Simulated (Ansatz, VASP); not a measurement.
## Two plane-wave programs on NaF

The input POSCAR:

```
NaF
1.0
    0.0000000000     -2.3233000000     -2.3233000000
    2.3233000000      0.0000000000     -2.3233000000
    2.3233000000     -2.3233000000      0.0000000000
Na F
1 1
Direct
    0.5000000000      0.5000000000      0.5000000000
    0.0000000000      0.0000000000      0.0000000000
```

INCAR.step1

```
  PREC = Accurate
  ENCUT = 970
  ISMEAR = 0
  SIGMA = 0.02
  LREAL = F
  LASPH = T
  NELM = 120
  GGA = PE
  ALGO = Normal
  EDIFF = 1E-5
  LWAVE = T
  LCHARG = F
  GGA_COMPAT = F
  IBRION = 2
  ISIF = 3
  EDIFFG = -0.005
  NELMIN = 4
  NSW = 100
```

File INCAR.step2:

```
  PREC = Accurate
  ENCUT = 970
  EDIFF = 1E-7
  ISMEAR = 0
  SIGMA = 0.02
  LREAL = F
  LASPH = T
  NELM = 120
  ALGO = Normal
  ISIF = 3
  LWAVE = F
  LCHARG = F
  METAGGA = R2SCAN
  LMIXTAU = T
  IBRION = 2
  NSW = 100
  EDIFFG = -0.005
  ISTART = 1
  GGA_COMPAT = F
  NELMIN = 4
```

File KPOINTS:

```
Automatic mesh
0
Gamma
  8 8 8
```

Input for Ansatz:

```yaml
crystal:
  lattice:
    - [0.0, -2.3233, -2.3233]
    - [2.3233, 0.0, -2.3233]
    - [2.3233, -2.3233, 0.0]
  atoms:
    - { symbol: Na, position: [0.5, 0.5, 0.5] }
    - { symbol: F, position: [0.0, 0.0, 0.0] }
basis:
  ecutwfc: 500
kpoints:
  mp_grid: { grid: [8, 8, 8] }
hamiltonian:
  xc: r2scan
scf:
  occupations: { method: gaussian, width: 0.02 }
output:
  forces: true
  stress: true
  eigenvalues: true
relax:
  adjacent_minimum: "off"
  f_tol: 0.005
  max_steps: 80
  cell: { stress_tol: 0.05 }
```

Alike in both runs: task relaxation of cell and atoms; functional r2SCAN; k mesh 8 × 8 × 8; occupations gaussian, width 0.02 eV; no spin polarisation.

```csv
,VASP,Ansatz
version,VASP 6.6.1,Ansatz 0.2.0
potentials or method,"VASP PAW PBE potentials, release 64 (Na_sv, F), cutoff 970 eV","scalar-relativistic, plane waves, PAW"
valence electrons in the cell,16,16
```

Ansatz gave:

| Item | Value |
| --- | --- |
| gap on the k mesh at the Fermi level, each at its own relaxed structure (eV) | 7.28 |
| relaxed volume (Å³/atom) | 12.12 |
| relaxed cell length with the largest relative difference (Å) | 3.249 |

**Question.** What did VASP give for the same quantities?

**Answer.** gap on the k mesh at the Fermi level, each at its own relaxed structure (eV): 7.33; relaxed volume (Å³/atom): 12.01; relaxed cell length with the largest relative difference (Å): 3.238.

VASP's potentials were made for PBE, not for r2SCAN.
